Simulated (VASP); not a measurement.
# InAs (F-43m) in VASP: a series of runs, part 2 of 3

VASP 6.6.1. The steps go on from the part before.

## 3. Electric field gradients, PBE (29.31 Å³/atom)

This run uses another cell than the first one, of 29.31 Å³/atom.

The input, INCAR:

```
SYSTEM = InAs
PREC     = Accurate       ! precision mode
ENCUT    = 520            ! plane-wave cutoff, eV
EDIFF    = 1E-8           ! SCF threshold, eV
ISMEAR   = -1             ! smearing method
SIGMA    = 0.08           ! smearing width, eV
LREAL    = .False.        ! projectors in reciprocal space
LASPH    = .True.         ! aspherical terms in the spheres
NELM     = 60             ! most SCF steps
ALGO     = Normal         ! electronic algorithm
ISIF     = 2              ! what is computed and relaxed
LWAVE    = .False.        ! write WAVECAR
LCHARG   = .False.        ! write CHGCAR
GGA      = PE             ! functional
LEFG     = .True.       
NBANDS   = 16             ! bands
```

The input, KPOINTS:

```
regular mesh
0
Gamma
  10 10 10
  0 0 0
```

The input, POSCAR:

```
InAs
1.0
    0.0000000000      3.0833091750      3.0833091750
    3.0833091750      0.0000000000      3.0833091750
    3.0833091750      3.0833091750      0.0000000000
In As
1 1
Direct
    0.0000000000      0.0000000000      0.0000000000
    0.7500000000      0.7500000000      0.7500000000
```

Potentials or basis: VASP PAW PBE potentials, release 64 (In_d, As).

Command:

```bash
cat potpaw_PBE.64/In_d/POTCAR potpaw_PBE.64/As/POTCAR > POTCAR
mpirun -np 1 vasp_std > vasp.out
```

OUTCAR:

```text
SYSTEM = InAs
   PREC = Accurate
   ENCUT = 520
   EDIFF = 1E-8
   ISMEAR = -1
   LREAL = .False.
   LASPH = .True.
   NELM = 60
   ISIF = 2
   GGA = PE

 ion  position               nearest neighbor table
   1  0.000  0.000  0.000-   2 2.67   2 2.67   2 2.67   2 2.67
   2  0.750  0.750  0.750-   1 2.67   1 2.67   1 2.67   1 2.67

  LATTYP: Found a face centered cubic cell.
 ALAT       =     6.1666183500

  Lattice vectors:

 A1 = (   0.0000000000,   3.0833091750,   3.0833091750)
 A2 = (   3.0833091750,   0.0000000000,   3.0833091750)
 A3 = (   3.0833091750,   3.0833091750,   0.0000000000)

Analysis of symmetry for initial positions (statically):
=====================================================================
 Subroutine PRICEL returns:
 Original cell was already a primitive cell.

 Routine SETGRP: Setting up the symmetry group for a
 face centered cubic supercell.

 Subroutine GETGRP returns: Found 24 space group operations
 (whereof 24 operations were pure point group operations)
 out of a pool of 48 trial point group operations.

The static configuration has the point symmetry T_d .

Analysis of symmetry for dynamics (positions and initial velocities):
=====================================================================
 Subroutine PRICEL returns:
 Original cell was already a primitive cell.

 Routine SETGRP: Setting up the symmetry group for a
 face centered cubic supercell.

 Subroutine GETGRP returns: Found 24 space group operations
 (whereof 24 operations were pure point group operations)
 out of a pool of 48 trial point group operations.

The dynamic configuration has the point symmetry T_d .

 Subroutine INISYM returns: Found 24 space group operations
 (whereof 24 operations are pure point group operations),
 and found     1 'primitive' translations

----------------------------------------------------------------------------------------

                                     Primitive cell

  volume of cell :      58.6248

  direct lattice vectors                    reciprocal lattice vectors
     0.000000000  3.083309175  3.083309175    -0.162163433  0.162163433  0.162163433
     3.083309175  0.000000000  3.083309175     0.162163433 -0.162163433  0.162163433
     3.083309175  3.083309175  0.000000000     0.162163433  0.162163433 -0.162163433

  length of vectors
     4.360457652  4.360457652  4.360457652     0.280875305  0.280875305  0.280875305

  position of ions in fractional coordinates (direct lattice)
     0.000000000  0.000000000  0.000000000
     0.750000000  0.750000000  0.750000000

  ion indices of the primitive-cell ions
   primitive index   ion index
                 1           1
                 2           2

----------------------------------------------------------------------------------------

 KPOINTS: regular mesh

Automatic generation of k-mesh.
 Grid dimensions read from file:
 generate k-points for:   10   10   10
[... 70 lines left out ...]
   ISIF   =      2    stress and relaxation
   ISYM   =      2    0-nonsym 1-usesym 2-fastsym
   POTIM  = 0.5000    time-step for ionic-motion
   TEBEG  =    0.0;   TEEND  =   0.0 temperature during run
   PSTRESS=    0.0 pullay stress
   NELECT =      18.0000    total number of electrons
   NUPDOWN=      -1.0000    fix difference up-down
   EMIN   =  10.00;   EMAX   =-10.00  energy-range for DOS
   EFERMI =   0.00;   METHOD = LEGACY
   ISMEAR =    -1;   SIGMA  =   0.08  broadening in eV -4-tet -1-fermi 0-gaus
   EFERMI_NEDOS =   21; number of points for ismear=-14 and -15
   IALGO  =     38    algorithm
   IMIX   =      4    mixing-type and parameters
     AMIX     =   0.40;   BMIX     =  1.00
     AMIX_MAG =   1.60;   BMIX_MAG =  1.00
  volume/ion in A,a.u.               =      29.31       197.81
  Fermi-wavevector in a.u.,A,eV,Ry     =   1.104431  2.087072 16.595949  1.219768
  Thomas-Fermi vector in A             =   2.240904
   LORBIT       =      0    0 simple, 1 ext, 2 COOP (PROOUT), +10 PAW based schemes
   GGA     = PE    functional components
   LHFCALC =     F    Hartree Fock is set to
   AEXX    =    0.0000 exact exchange contribution
   IVDW    =     0    specifies the selected vdW correction
   LEPSILON=     F    determine dielectric tensor
   LRPA    =     F    only Hartree local field effects (RPA)
 non-spin polarized calculation
  energy-cutoff  :      520.00
  volume of cell :       58.62
 maximum number of plane-waves:      1596
   NGX = 17   NGY = 17   NGZ = 17

 number of electron      18.0000007 magnetization

 Free energy of the ion-electron system (eV)
  ---------------------------------------------------
  ext. energy  EPLUGINS =         0.00000000
  ---------------------------------------------------
  free energy    TOTEN  =        -7.71837481 eV

  energy without entropy =       -7.71763460  energy(sigma->0) =       -7.71800471

 E-fermi :   4.1080     XC(G=0):  -8.8375

 val. band max:        3.9319986147   @ k =   0.0000   0.0000   0.0000
 cond. band min:       4.7048342403   @ k =   0.1000   0.0000   0.0000
 fundamental gap:      0.7728356256
 Fermi energy:         4.1079786244

 k-point     1 :       0.0000    0.0000    0.0000
  band No.  band energies     occupation
      1     -10.3510      2.00000
      2     -10.3510      2.00000
      3     -10.3510      2.00000
      4     -10.2478      2.00000
      5     -10.2478      2.00000
      6      -7.5659      2.00000
[... 433 lines left out ...]
      3     -10.3006      2.00000
      4     -10.2683      2.00000
      5     -10.2338      2.00000
      6      -6.2681      2.00000
[... 8 lines left out ...]
     15      14.8311      0.00000
     16      15.6330      0.00000

 [... further k-points ...]

------------------------ aborting loop because EDIFF is reached ----------------------------------------

  FORCE on cell =-STRESS in cart. coord.  units (eV):
  Direction    XX          YY          ZZ          XY          YZ          ZX
  --------------------------------------------------------------------------------------
  -------------------------------------------------------------------------------------
  Total        0.1938633      0.1938633      0.1938633      0.0000000     -0.0000000     -0.0000000
  in kB        5.2981576      5.2981576      5.2981576      0.0000000     -0.0000000     -0.0000000
  external PRESSURE =       5.2981576 kB  Pullay stress =       0.0000000 kB

 VOLUME and BASIS-vectors are now :
 -----------------------------------------------------------------------------
  energy-cutoff  :      520.00
  volume of cell :       58.62
      direct lattice vectors                 reciprocal lattice vectors
     0.000000000  3.083309175  3.083309175    -0.162163433  0.162163433  0.162163433
     3.083309175  0.000000000  3.083309175     0.162163433 -0.162163433  0.162163433
     3.083309175  3.083309175  0.000000000     0.162163433  0.162163433 -0.162163433

 POSITION                                       TOTAL-FORCE (eV/Angst)
 -----------------------------------------------------------------------------------
      0.00000      0.00000      0.00000        -0.000000     -0.000000      0.000000
      4.62496      4.62496      4.62496         0.000000      0.000000     -0.000000
 -----------------------------------------------------------------------------------
    total drift:                                0.000000      0.000000      0.000000

  FREE ENERGIE OF THE ION-ELECTRON SYSTEM (eV)
  ---------------------------------------------------
  free  energy   TOTEN  =        -7.7183748143 eV

  energy  without entropy=       -7.7176345996  energy(sigma->0) =       -7.71800471

 Electric field gradients (V/A^2)
---------------------------------------------------------------------
 ion       V_xx      V_yy      V_zz      V_xy      V_xz      V_yz
---------------------------------------------------------------------
   1       0.000    -0.000    -0.000    -0.002    -0.002    -0.002
   2      -0.000     0.000    -0.000     0.000     0.000     0.000
---------------------------------------------------------------------

 Electric field gradients after diagonalization (V/A^2)
 (convention: |V_zz| > |V_xx| > |V_yy|)
----------------------------------------------------------------------
 ion       V_xx      V_yy      V_zz     asymmetry (V_yy - V_xx)/ V_zz
----------------------------------------------------------------------
   1       0.002     0.002    -0.004       0.000
   2      -0.000    -0.000     0.001       0.000
----------------------------------------------------------------------

           NMR quadrupolar parameters

 Cq : quadrupolar parameter    Cq=e*Q*V_zz/h
 eta: asymmetry parameters     (V_yy - V_xx)/ V_zz
 Q  : nuclear electric quadrupole moment in mb (millibarn)
----------------------------------------------------------------------
 ion       Cq(MHz)       eta       Q (mb)
----------------------------------------------------------------------
   1      -0.000       0.000       1.000
   2       0.000       0.000       1.000
----------------------------------------------------------------------
```

Wall time 22 s (1 thread of AMD EPYC 9R45 (Zen 5), shared host); peak memory 0.17 GiB.

What came out:

```
Free energy                             : -7.7184 eV
Pressure                                : 0.5 GPa
Band gap on the k mesh                  : zero (filled and empty bands touch)
Largest electric field gradient by atom : zero within the noise of the run
```

Levels at points of the mesh, in eV from the Fermi level:
```tsv
k point	band 6	band 7	band 8	band 9	band 10	band 11	band 12	band 13
(0.00, 0.00, 0.00)	-11.67	-0.67	-0.18	-0.18	-0.18	3.70	3.70	3.70
(0.50, 0.00, 0.00)	-10.38	-5.65	-1.08	-1.08	0.66	4.46	4.46	6.59
(0.50, 0.50, 0.00)	-9.90	-5.77	-2.31	-2.31	1.47	1.87	8.64	8.69
```

Caveat: semilocal functionals underestimate gaps, so a narrow gap can read as zero; spin-orbit coupling is left out, which moves the levels of the heavy elements.

(Part 2 of 3 ends here.)
